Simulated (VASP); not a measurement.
Write the native input for VASP 6.6.1 that does the following.

```
Task                   : single point
Functional             : RPBE
Potentials or basis    : VASP PAW PBE potentials, release 64 (Ag)
Cutoff                 : 520 eV
k mesh                 : 14 × 14 × 8
Occupations            : fermi-dirac, width 0.1 eV
Spin                   : no spin polarisation
Dipole correction      : no
Further INCAR settings : ALGO = Normal; EDIFF = 1e-06; NBANDS = 18
```

The structure of Ag lies in POSCAR:

```
Ag
1.0
    2.9919638267      0.0000000000      0.0000000000
   -1.4959819133      2.5911166811      0.0000000000
    0.0000000000      0.0000000000      4.8384007294
Ag
2
Direct
    0.3333333333      0.6666666667      0.2500000000
    0.6666666667      0.3333333333      0.7500000000
```

These files were run (other wordings do the same):

INCAR

```
SYSTEM = Ag
ALGO = Normal
EDIFF = 1E-6
ENCUT = 520
GGA = RP
ISIF = 2
ISMEAR = -1
LASPH = .True.
LCHARG = .False.
LREAL = .False.
LWAVE = .False.
NBANDS = 18
NELM = 100
PREC = Accurate
SIGMA = 0.1
```

KPOINTS

```
k-points
0
Gamma
  14 14 8
  0 0 0
```

Potentials or basis: VASP PAW PBE potentials, release 64 (Ag).

The run is started by

```bash
$ cat potpaw_PBE.64/Ag/POTCAR > POTCAR
$ mpirun -np 1 vasp_std > vasp.out
```

Results of the run:

| Property | Result |
| --- | --- |
| Pressure | -0.1 GPa |
| Band gap on the k mesh | zero (band 11 reaches 10.78 eV, above the bottom of band 12 at 3.98 eV) |

Caveat: the PAW data sets were made with another functional, which shifts forces and pressure a little.

It took 20 s on 1 thread of Intel(R) Xeon(R) 6975P-C (Granite Rapids) (shared host), peak memory 0.19 GiB.
